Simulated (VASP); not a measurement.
Set up this calculation in VASP 6.6.1, as the native input.

* Task: single point
* Functional: PBE
* Potentials or basis: VASP PAW PBE potentials, release 64 (W_sv)
* Cutoff: 520 eV
* k mesh: 9 × 9 × 1
* Occupations: fermi-dirac, width 0.08 eV
* Spin: no spin polarisation
* Dipole correction: yes
* Electric field (eV/Å): 0.2
* Further INCAR settings: ALGO = Normal; EDIFF = 1e-06; NBANDS = 28; EFIELD = -0.2

The structure of W lies in POSCAR:

```
W
1.0
    4.5020337158      0.0000000000      0.0000000000
   -2.2510168579      3.8988755666      0.0000000000
    0.0000000000      0.0000000000     17.8379000000
W
3
Direct
    0.1666666667      0.3333333333      0.4737015133
    0.5000000000      1.0000000000      0.4999998315
    0.8333333333      0.6666666667      0.5262986550
```

One way to write it, as run:

INCAR

```
SYSTEM = W
  PREC = Accurate
  ENCUT = 520
  EDIFF = 1E-6
  ISMEAR = -1
  SIGMA = 0.08
  LREAL = .False.
  LASPH = .True.
  NELM = 80
  ALGO = Normal
  ISIF = 2
  LWAVE = .False.
  LCHARG = .False.
  LDIPOL = .True.
  IDIPOL = 3
  DIPOL = 0.5 0.5 0.500
  GGA = PE
  EFIELD = -0.2
  NBANDS = 28
```

KPOINTS

```
Automatic mesh
0
Gamma
  9 9 1
  0 0 0
```

Potentials or basis: VASP PAW PBE potentials, release 64 (W_sv).

Run with:

```sh
$ cat potpaw_PBE.64/W_sv/POTCAR > POTCAR
$ mpirun -np 1 vasp_std > vasp.out
```

It gave:

- Largest force: 0.047 eV/Å

Run time: 6.9 min on 1 thread of AMD EPYC 7R13, on a shared host, peak memory 0.43 GiB.
